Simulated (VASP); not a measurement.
Write the native input for VASP 6.6.1 that does the following.

* Task: single point
* Functional: PBE
* Potentials or basis: VASP PAW PBE potentials, release 64 (Al, N)
* Cutoff: 520 eV
* k mesh: 8 × 8 × 8
* Occupations: gaussian, width 0.05 eV
* Spin: no spin polarisation
* Dipole correction: no
* Further INCAR settings: ALGO = Normal; EDIFF = 1e-06; NBANDS = 26

The structure of AlN lies in POSCAR:

```
AlN
1.0
   -3.1302395627      0.0000000000      0.0000000000
    0.0000000000      5.4217339625      0.0000000000
    1.5651197814     -2.7108669813     -5.0179796546
Al N
4 4
Direct
    0.9992490200      0.3312783058      0.9984980400
    0.4990222625      0.8336596434      0.9980445250
    0.2495062442      0.9161526132      0.4990124885
    0.7487650383      0.4154520026      0.4975300765
    0.8045217510      0.1382348543      0.6090435021
    0.3122069665      0.6451605299      0.6244139329
    0.0583643587      0.7388642383      0.1167287175
    0.5583643588      0.2111978125      0.1167287175
```

This cell differs from its parent crystal: atoms displaced along a vibrational mode.

The input as run:

INCAR

```
SYSTEM = AlN
ALGO     = Normal         ! electronic algorithm
EDIFF    = 1E-6           ! SCF threshold, eV
ENCUT    = 520            ! plane-wave cutoff, eV
GGA      = PE             ! functional
ISIF     = 2              ! what is computed and relaxed
ISMEAR   = 0              ! smearing method
LASPH    = .TRUE.         ! aspherical terms in the spheres
LCHARG   = .TRUE.         ! write CHGCAR
LELF     = .TRUE.         ! ELF
LREAL    = .FALSE.        ! projectors in reciprocal space
LVHAR    = .TRUE.       
LWAVE    = .FALSE.        ! write WAVECAR
NBANDS   = 26             ! bands
NELM     = 60             ! most SCF steps
PREC     = Accurate       ! precision mode
SIGMA    = 0.05           ! smearing width, eV
```

KPOINTS

```
k-points
0
G
  8 8 8
  0 0 0
```

Potentials or basis: VASP PAW PBE potentials, release 64 (Al, N).

Run with:

```console
$ cat potpaw_PBE.64/Al/POTCAR potpaw_PBE.64/N/POTCAR > POTCAR
$ mpirun -np 1 vasp_std > vasp.out
```

Results of the run:

- Pressure: 0.3 GPa
- Largest force: 2.131 eV/Å
- Band gap on the k mesh: 3.99 eV

Caveat: the cell differs from its parent crystal (atoms displaced along a vibrational mode); forces of over 1 eV/Å act on the atoms, so gaps and moduli don't describe the material at rest.

It took 2.1 min on 1 thread of AMD EPYC 9R45 96-Core Processor (Zen 5), on a shared host, peak memory 0.34 GiB.
